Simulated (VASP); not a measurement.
Set up this calculation in VASP 6.6.1, as the native input.

* Task: single point
* Functional: PBEsol
* Potentials or basis: VASP PAW PBE potentials, release 64 (P)
* Cutoff: 520 eV
* k mesh: 8 × 1 × 6
* Occupations: gaussian, width 0.02 eV
* Spin: no spin polarisation
* Dipole correction: no
* Further INCAR settings: ALGO = Normal; EDIFF = 1e-06; NBANDS = 18

The structure of P lies in POSCAR:

```
P
1.0
    3.3229951666      0.0000000000      0.0000000000
    0.0000000000     35.2695077552      0.0000000000
    0.0000000000      0.0000000000      4.2372490930
P
4
Direct
    0.0000000000      0.9697327916      0.5757322245
    0.0000000000      0.0302672084      0.4242677755
    0.5000000000      0.0302672084      0.0757322245
    0.5000000000      0.9697327916      0.9242677755
```

One way to write it, as run:

INCAR

```
SYSTEM = P
PREC = Accurate
ENCUT = 520
EDIFF = 1E-6
ISMEAR = 0
SIGMA = 0.02
LREAL = .FALSE.
LASPH = .TRUE.
NELM = 60
ALGO = Normal
ISIF = 2
LWAVE = .FALSE.
LCHARG = .FALSE.
GGA = PS
NBANDS = 18
```

KPOINTS

```
regular mesh
0
G
  8 1 6
  0 0 0
```

Potentials or basis: VASP PAW PBE potentials, release 64 (P).

The run is started by

```bash
$ cat potpaw_PBE.64/P/POTCAR > POTCAR
$ mpirun -np 1 vasp_std > vasp.out
```

It gave:

```
Largest force          : 0.024 eV/Å
Band gap on the k mesh : 0.52 eV, direct
```

Caveat: the PAW data sets were made with another functional, which shifts forces and pressure a little.

Run time: 2.3 min on 1 thread of Intel(R) Xeon(R) 6975P-C (Granite Rapids) (shared host), peak memory 0.55 GiB.
